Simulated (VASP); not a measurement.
# Ir (Fd-3m) in VASP: relaxation of cell and atoms with PBE

Aim: the relaxation of cell and atoms of Ir with PBE.

Everything below comes from runs of VASP 6.6.1. Logs are shortened: lines on timing, memory, paths and dates and some standing lists are left out, and cuts for length are marked.

## (1) The cell of the first run

It takes space group Fd-3m (No. 227, cubic). Conventional cell: a = 4.527 Å, b = 4.527 Å, c = 4.527 Å, α = 90.00°, β = 90.00°, γ = 90.00°. Within 2.6 Å of Ir (site symmetry -43m) lie 4 Ir at 1.96 Å.

This isn't the form of Ir at room conditions, which is fcc.

## (2) Relaxation of cell and atoms, PBE, target pressure 270 GPa, at which the enthalpy is minimised

INCAR

```
SYSTEM = Ir
PREC = Accurate
ENCUT = 560
EDIFF = 1E-7
ISMEAR = -1
SIGMA = 0.05
LREAL = .False.
LASPH = .True.
NELM = 120
ALGO = Normal
ISIF = 3
LWAVE = .False.
LCHARG = .False.
GGA = PE
IBRION = 2
NSW = 60
EDIFFG = -0.005
PSTRESS = 2700.0
GGA_COMPAT = .False.
NELMIN = 4
```

KPOINTS

```
Automatic mesh
0
Gamma
  14 14 14
  0 0 0
```

POSCAR

```
Ir
1.0
    0.0000000000      2.2636010611      2.2636010611
    2.2636010611      0.0000000000      2.2636010611
    2.2636010611      2.2636010611      0.0000000000
Ir
2
Direct
   -0.1250000000     -0.1250000000     -0.1250000000
    0.1250000000      0.1250000000      0.1250000000
```

Potentials or basis: VASP PAW PBE potentials, release 64 (Ir_sv_GW).

The run is started by

```
> cat potpaw_PBE.64/Ir_sv_GW/POTCAR > POTCAR
> mpirun -np 1 vasp_std > vasp.out
```

OUTCAR:

```text
SYSTEM = Ir
   PREC = Accurate
   ENCUT = 560
   EDIFF = 1E-7
   ISMEAR = -1
   LREAL = .False.
   LASPH = .True.
   NELM = 120
   ISIF = 3
   GGA = PE
   IBRION = 2
   NSW = 60
   EDIFFG = -0.005
   PSTRESS = 2700.0
   NELMIN = 4

 ion  position               nearest neighbor table
   1  0.875  0.875  0.875-   2 1.96   2 1.96   2 1.96   2 1.96
   2  0.125  0.125  0.125-   1 1.96   1 1.96   1 1.96   1 1.96

  LATTYP: Found a face centered cubic cell.
 ALAT       =     4.5272021222

  Lattice vectors:

 A1 = (   0.0000000000,   2.2636010611,   2.2636010611)
 A2 = (   2.2636010611,   0.0000000000,   2.2636010611)
 A3 = (   2.2636010611,   2.2636010611,   0.0000000000)

Analysis of symmetry for initial positions (statically):
=====================================================================
 Subroutine PRICEL returns:
 Original cell was already a primitive cell.

 Routine SETGRP: Setting up the symmetry group for a
 face centered cubic supercell.

 Subroutine GETGRP returns: Found 48 space group operations
 (whereof 12 operations were pure point group operations)
 out of a pool of 48 trial point group operations.

The static configuration has the point symmetry D_3d.
 The point group associated with its full space group is O_h .

Analysis of symmetry for dynamics (positions and initial velocities):
=====================================================================
 Subroutine PRICEL returns:
 Original cell was already a primitive cell.

 Routine SETGRP: Setting up the symmetry group for a
 face centered cubic supercell.

 Subroutine GETGRP returns: Found 48 space group operations
 (whereof 12 operations were pure point group operations)
 out of a pool of 48 trial point group operations.

The dynamic configuration has the point symmetry D_3d.
 The point group associated with its full space group is O_h .

 Subroutine INISYM returns: Found 48 space group operations
 (whereof 12 operations are pure point group operations),
 and found     1 'primitive' translations

----------------------------------------------------------------------------------------

                                     Primitive cell

  volume of cell :      23.1969

  direct lattice vectors                    reciprocal lattice vectors
     0.000000000  2.263601061  2.263601061    -0.220886979  0.220886979  0.220886979
     2.263601061  0.000000000  2.263601061     0.220886979 -0.220886979  0.220886979
     2.263601061  2.263601061  0.000000000     0.220886979  0.220886979 -0.220886979

  length of vectors
     3.201215320  3.201215320  3.201215320     0.382587470  0.382587470  0.382587470

  position of ions in fractional coordinates (direct lattice)
     0.875000000  0.875000000  0.875000000
     0.125000000  0.125000000  0.125000000

  ion indices of the primitive-cell ions
   primitive index   ion index
                 1           1
                 2           2

----------------------------------------------------------------------------------------

 KPOINTS: Automatic mesh

Automatic generation of k-mesh.
 Grid dimensions read from file:
 generate k-points for:   14   14   14

 Generating k-lattice:

  Cartesian coordinates                     Fractional coordinates (reciprocal lattice)
    -0.015777641  0.015777641  0.015777641     0.071428571  0.000000000  0.000000000
     0.015777641 -0.015777641  0.015777641     0.000000000  0.071428571  0.000000000
     0.015777641  0.015777641 -0.015777641     0.000000000  0.000000000  0.071428571

  Length of vectors
     0.027327676  0.027327676  0.027327676

  Shift w.r.t. Gamma in fractional coordinates (k-lattice)
     0.000000000  0.000000000  0.000000000

 Subroutine IBZKPT returns following result:
 ===========================================

 Found    104 irreducible k-points:

 Following reciprocal coordinates:
            Coordinates               Weight
  0.000000  0.000000  0.000000      1.000000
  0.071429  0.000000  0.000000      8.000000
  0.142857  0.000000  0.000000      8.000000
  0.214286  0.000000  0.000000      8.000000
  0.285714  0.000000  0.000000      8.000000
  0.357143  0.000000  0.000000      8.000000
[... 16 lines left out ...]
  0.214286  0.142857  0.000000     24.000000
  0.285714  0.142857  0.000000     24.000000
 [... further k-points ...]
   k-points           NKPTS =    104   k-points in BZ     NKDIM =    104   number of bands    NBANDS=     21
   number of dos      NEDOS =    301   number of ions     NIONS =      2
   total plane-waves  NPLWV =  21952
   dimension x,y,z NGX =    28 NGY =   28 NGZ =   28
   dimension x,y,z NGXF=    56 NGYF=   56 NGZF=   56
   ions per type =               2
   NGX,Y,Z   is equivalent  to a cutoff of  14.54, 14.54, 14.54 a.u.
   NGXF,Y,Z  is equivalent  to a cutoff of  29.08, 29.08, 29.08 a.u.
 SYSTEM =  Ir
   PREC   = accura    normal or accurate (medium, high low for compatibility)
   ISTART =      0    job   : 0-new  1-cont  2-samecut
   ICHARG =      2    charge: 1-file 2-atom 10-const
   ISPIN  =      1    spin polarized calculation?
   LNONCOLLINEAR =      F non collinear calculations
   LSORBIT =      F    spin-orbit coupling
   LASPH  =      T    aspherical Exc in radial PAW
   ENCUT  =  560.0 eV  41.16 Ry    6.42 a.u.   6.18  6.18  6.18*2*pi/ulx,y,z
   NELM   =    120;   NELMIN=  4; NELMDL= -5     # of ELM steps
   EDIFF  = 0.1E-06   stopping-criterion for ELM
   LREAL  =      F    real-space projection
   EDIFFG = -.5E-02   stopping-criterion for IOM
   NSW    =     60    number of steps for IOM
   IBRION =      2    ionic relax: 0-MD 1-quasi-New 2-CG
   NFREE  =      1    steps in history (QN), initial steepest desc. (CG)
   ISIF   =      3    stress and relaxation
   ISYM   =      2    0-nonsym 1-usesym 2-fastsym
   POTIM  = 0.5000    time-step for ionic-motion
   TEBEG  =    0.0;   TEEND  =   0.0 temperature during run
   PSTRESS= 2700.0 pullay stress
   NELECT =      34.0000    total number of electrons
   NUPDOWN=      -1.0000    fix difference up-down
   EMIN   =  10.00;   EMAX   =-10.00  energy-range for DOS
   EFERMI =   0.00;   METHOD = LEGACY
   ISMEAR =    -1;   SIGMA  =   0.05  broadening in eV -4-tet -1-fermi 0-gaus
   EFERMI_NEDOS =   21; number of points for ismear=-14 and -15
   IALGO  =     38    algorithm
   IMIX   =      4    mixing-type and parameters
     AMIX     =   0.40;   BMIX     =  1.00
     AMIX_MAG =   1.60;   BMIX_MAG =  1.00
  volume/ion in A,a.u.               =      11.60        78.27
  Fermi-wavevector in a.u.,A,eV,Ry     =   1.859622  3.514175 47.051565  3.458193
  Thomas-Fermi vector in A             =   2.907811
   LORBIT       =      0    0 simple, 1 ext, 2 COOP (PROOUT), +10 PAW based schemes
   GGA     = PE    functional components
   LHFCALC =     F    Hartree Fock is set to
   AEXX    =    0.0000 exact exchange contribution
   IVDW    =     0    specifies the selected vdW correction
   LEPSILON=     F    determine dielectric tensor
   LRPA    =     F    only Hartree local field effects (RPA)
 conjugate gradient relaxation of ions
 non-spin polarized calculation
  energy-cutoff  :      560.00
  volume of cell :       23.20
 maximum number of plane-waves:       725
 NGX is ok and might be reduce to    28
   NGX = 13   NGY = 13   NGZ = 13

--------------------------------------- Ionic step        1  -------------------------------------------

 number of electron      34.0000000 magnetization

 Free energy of the ion-electron system (eV)
  ---------------------------------------------------
  ext. energy  EPLUGINS =         0.00000000
  ---------------------------------------------------
  free energy    TOTEN  =         0.58325250 eV

  energy without entropy =        0.58936851  energy(sigma->0) =        0.58631050

------------------------ aborting loop because EDIFF is reached ----------------------------------------

  FORCE on cell =-STRESS in cart. coord.  units (eV):
  Direction    XX          YY          ZZ          XY          YZ          ZX
  --------------------------------------------------------------------------------------
  -------------------------------------------------------------------------------------
  Total       71.5298124     71.5298124     71.5298124      0.0000000     -0.0000000      0.0000000
  in kB     4940.4670415   4940.4670415   4940.4670415      0.0000000     -0.0000000      0.0000000
  external PRESSURE =    2240.4670415 kB  Pullay stress =    2700.0000000 kB
[... 23 lines left out ...]
  enthalpy is  TOTEN    =        39.6747982857 eV   P V=       39.0915457867

--------------------------------------- Ionic step        2  -------------------------------------------

 number of electron      34.0000011 magnetization

 E-fermi :  -1.9270     XC(G=0):  -6.1981

 val. band max:       -1.9276897372   @ k =   0.3571   0.2143   0.0000
 cond. band min:      -1.9269417855   @ k =  -0.2857   0.0714   0.0000
 fundamental gap:      0.0007479517
 Fermi energy:        -1.9270412621

 k-point     1 :       0.0000    0.0000    0.0000
  band No.  band energies     occupation
      1     -94.4353      2.00000
      2     -94.1887      2.00000
      3     -48.8923      2.00000
      4     -48.8923      2.00000
      5     -48.8923      2.00000
      6     -48.5665      2.00000
[... 550 lines left out ...]
      5     -48.0858      2.00000
      6     -47.9288      2.00000
[... 13 lines left out ...]
     20       0.9953      0.00000
     21       3.0223      0.00000

 [... further k-points ...]
[... 5 lines left out ...]
  --------------------------------------------------------------------------------------
  -------------------------------------------------------------------------------------
  Total     -328.4331492   -328.4331492   -328.4331492      0.0000000     -0.0000000     -0.0000000
  in kB    -4005.6489359  -4005.6489359  -4005.6489359      0.0000000     -0.0000000     -0.0000000
  external PRESSURE =   -6705.6489359 kB  Pullay stress =    2700.0000000 kB
[... 251 lines left out ...]
  enthalpy is  TOTEN    =        37.3877169121 eV   P V=       45.2294204943

--------------------------------------- Ionic step        9  -------------------------------------------

 number of electron      34.0000000 magnetization

 Free energy of the ion-electron system (eV)
  ---------------------------------------------------
  ext. energy  EPLUGINS =         0.00000000
  ---------------------------------------------------
  free energy    TOTEN  =        -7.83922334 eV

  energy without entropy =       -7.83126183  energy(sigma->0) =       -7.83524259

 E-fermi :  14.7781     XC(G=0): -14.4272

 val. band max:       14.7209234831   @ k =   0.5000   0.3571   0.0714
 cond. band min:      14.7821660138   @ k =   0.3571   0.2143   0.0714
 fundamental gap:      0.0612425307
 Fermi energy:        14.7781227069

 k-point     1 :       0.0000    0.0000    0.0000
  band No.  band energies     occupation
      1     -80.2432      2.00000
      2     -78.9934      2.00000
      3     -38.0538      2.00000
      4     -38.0538      2.00000
      5     -38.0538      2.00000
      6     -35.5989      2.00000
[... 550 lines left out ...]
      5     -37.8271      2.00000
      6     -35.8227      2.00000
[... 13 lines left out ...]
     20      24.3061      0.00000
     21      24.9046      0.00000

 [... further k-points ...]
[... 5 lines left out ...]
  --------------------------------------------------------------------------------------
  -------------------------------------------------------------------------------------
  Total       45.2302478     45.2302478     45.2302478     -0.0000000     -0.0000000      0.0000000
  in kB     2700.1974689   2700.1974689   2700.1974689     -0.0000000     -0.0000000      0.0000000
  external PRESSURE =       0.1974689 kB  Pullay stress =    2700.0000000 kB
[... 17 lines left out ...]
  FREE ENERGIE OF THE ION-ELECTRON SYSTEM (eV)
  ---------------------------------------------------
  free  energy   TOTEN  =        -7.8392233403 eV

  energy  without entropy=       -7.8312618311  energy(sigma->0) =       -7.83524259

  enthalpy is  TOTEN    =        37.3877167606 eV   P V=       45.2269401009

 reached required accuracy - stopping structural energy minimisation
```

It took 7.9 min on 1 thread of Intel Xeon Platinum 8259CL at 2.50GHz (Skylake/Cascade Lake), shared host; peak memory 0.21 GiB.

Results:

```
Free energy                                                : -7.8392 eV
Relaxed volume                                             : 13.42 Å³/atom
Relaxed cell                                               : a = 3.361 Å, b = 3.361 Å, c = 3.361 Å, α = 60.00°, β = 60.00°, γ = 60.00°
Space group after relaxing (to 0.1 Å)                      : Fd-3m (No. 227)
Energy change on relaxing (the run minimises the enthalpy) : -4211.2 meV/atom
Ionic steps                                                : 9
Pressure after relaxing                                    : 270.0 GPa
Band gap on the k mesh                                     : zero (bands 17 and 18 overlap by 3.08 eV)
```

Step by step:
| step | energy change (eV) | largest force (eV/Å) | pressure (GPa) | volume (Å³) |
| --- | --- | --- | --- | --- |
| 1 | 0.0000 | 0.0000 | 494.05 | 23.20 |
| 2 | 87.0025 | 0.0000 | -400.56 | 131.37 |
| 3 | -7.5933 | 0.0000 | 292.01 | 26.36 |
| 4 | -8.2444 | 0.0000 | 274.75 | 26.73 |
| 5 | -8.4203 | 0.0000 | 270.06 | 26.84 |
| 6 | -8.5483 | 0.0000 | 266.66 | 26.91 |
| 7 | -6.9766 | 0.0000 | 308.41 | 26.04 |
| 8 | -8.4250 | 0.0000 | 269.94 | 26.84 |
| 9 | -8.4225 | 0.0000 | 270.02 | 26.84 |

Final structure:
```xyz
2
Lattice="0.0000 2.3763 2.3763 2.3763 0.0000 2.3763 2.3763 2.3763 0.0000" Properties=species:S:1:pos:R:3 pbc="T T T"
Ir    4.1586    4.1586    4.1586
Ir    0.5941    0.5941    0.5941
```

Caveat: the cell is relaxed towards a set pressure, so the run minimises the enthalpy, not the energy; the volume moved by over 15 % at a fixed basis, so the end points are rough; spin-orbit coupling is left out, which moves the levels of the heavy elements.

The gap in the log of VASP goes by the Fermi energy; the results here count the filled bands.